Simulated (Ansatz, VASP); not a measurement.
SrNi3: VASP beside Ansatz

INCAR

```
SYSTEM = SrNi3
PREC = Accurate
ENCUT = 520
EDIFF = 1E-7
ISMEAR = 0
SIGMA = 0.05
LREAL = .False.
LASPH = .True.
NELM = 150
ALGO = Fast
ISIF = 2
LWAVE = .False.
LCHARG = .True.
ISPIN = 2
MAGMOM = 0 0.44 0.44 0.44
LORBIT = 11
LMAXMIX = 4
LELF = .True.
LVHAR = .True.
NBANDS = 32
```

The input KPOINTS:

```
Automatic mesh
0
Gamma
  8 8 8
  0 0 0
```

File POSCAR:

```
SrNi3
1.0
    3.9946464758      0.0000000000      0.0000000000
    0.0000000000      3.9946464758      0.0000000000
    0.0000000000      0.0000000000      3.9946464758
Sr Ni
1 3
Direct
    0.0000000000      0.0000000000      0.0000000000
    0.0000000000      0.5000000000      0.5000000000
    0.5000000000      0.5000000000      0.0000000000
    0.5000000000      0.0000000000      0.5000000000
```

Input for Ansatz:

```yaml
crystal:
  lattice:
    - [3.9946464758, 0.0, 0.0]
    - [0.0, 3.9946464758, 0.0]
    - [0.0, 0.0, 3.9946464758]
  atoms:
    - { symbol: Sr, position: [0.0, 0.0, 0.0] }
    - { symbol: Ni, position: [0.0, 0.5, 0.5], spin: 0.44 }
    - { symbol: Ni, position: [0.5, 0.5, 0.0], spin: 0.44 }
    - { symbol: Ni, position: [0.5, 0.0, 0.5], spin: 0.44 }
basis:
  ecutwfc: 420
  ecutrho_ratio: 4
kpoints:
  mp_grid: { grid: [8, 8, 8] }
hamiltonian:
  xc: lda
scf:
  occupations: { method: gaussian, width: 0.05 }
  lower_state_search: "off"
output:
  forces: true
  stress: true
  eigenvalues: true
  populations: true
magnetization:
  spin_polarized: true
checkpoint:
  read: start.run
  write: ck
  compress: false
  write_wavefunctions: false
  write_every: 100000
```

Alike in both runs: task single point; functional LDA; k mesh 8 × 8 × 8; occupations gaussian, width 0.05 eV; collinear spin.

|  | VASP | Ansatz |
| --- | --- | --- |
| version | VASP 6.6.1 | Ansatz 0.2.0 |
| potentials or method | VASP PAW LDA potentials, release 64 (Sr_sv, Ni), cutoff 520 eV | scalar-relativistic, plane waves, PAW |
| valence electrons in the cell | 40 | 64 |

VASP gave:

- gap on the k mesh at the Fermi level (eV): none
- pressure (GPa): -8.7
- net moment per atom (μB): 0.27
- size of the moment on the site where the two differ most (μB): 0.37

Which values does Ansatz return?

gap on the k mesh at the Fermi level (eV): none; pressure (GPa): -9.3; net moment per atom (μB): 0.27; size of the moment on the site where the two differ most (μB): 0.38.

LDA's correlation is that of Perdew and Zunger in VASP and of Perdew and Wang (1992) in Ansatz. Site moments also hang on the region over which each program counts them. A gap of «none» marks a metal or a gap that the smearing closes. VASP's potentials hold 40 valence electrons a cell and Ansatz's 64, so a difference there can come from the potentials and not from the codes.
